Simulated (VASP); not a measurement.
Write the native input for VASP 6.6.1 that does the following.

| Property | Result |
| --- | --- |
| Task | single point |
| Functional | LDA |
| Potentials or basis | VASP PAW LDA potentials, release 64 (Li_sv, H) |
| Cutoff | 520 eV |
| k mesh | 10 × 10 × 10 |
| Occupations | gaussian, width 0.01 eV |
| Spin | no spin polarisation |
| Dipole correction | no |
| Further INCAR settings | ALGO = Normal; EDIFF = 1e-06; NBANDS = 9 |

The structure of LiH lies in POSCAR:

```
LiH
1.0
    0.0000000000      2.0367500000      2.0367500000
    2.0367500000      0.0000000000      2.0367500000
    2.0367500000      2.0367500000      0.0000000000
Li H
1 1
Direct
    0.0000000000      0.0000000000      0.0000000000
    0.5000000000      0.5000000000      0.5000000000
```

The input as run:

INCAR

```
SYSTEM = LiH
PREC = Accurate
ENCUT = 520
EDIFF = 1E-6
ISMEAR = 0
SIGMA = 0.01
LREAL = .False.
LASPH = .True.
NELM = 60
ALGO = Normal
ISIF = 2
LWAVE = .False.
LCHARG = .True.
GGA = CA
LELF = .True.
LVHAR = .True.
NBANDS = 9
```

KPOINTS

```
Automatic mesh
0
Gamma
  10 10 10
  0 0 0
```

Potentials or basis: VASP PAW LDA potentials, release 64 (Li_sv, H).

The run is started by

```sh
$ cat potpaw_LDA.64/Li_sv/POTCAR potpaw_LDA.64/H/POTCAR > POTCAR
$ mpirun -np 1 vasp_std > vasp.out
```

It gave:

| Quantity | Value |
| --- | --- |
| Band gap on the k mesh | 2.65 eV, direct |

Run time: 4.6 s on 1 thread of Intel(R) Xeon(R) 6975P-C (Granite Rapids), with other jobs on the host, peak memory 0.12 GiB.
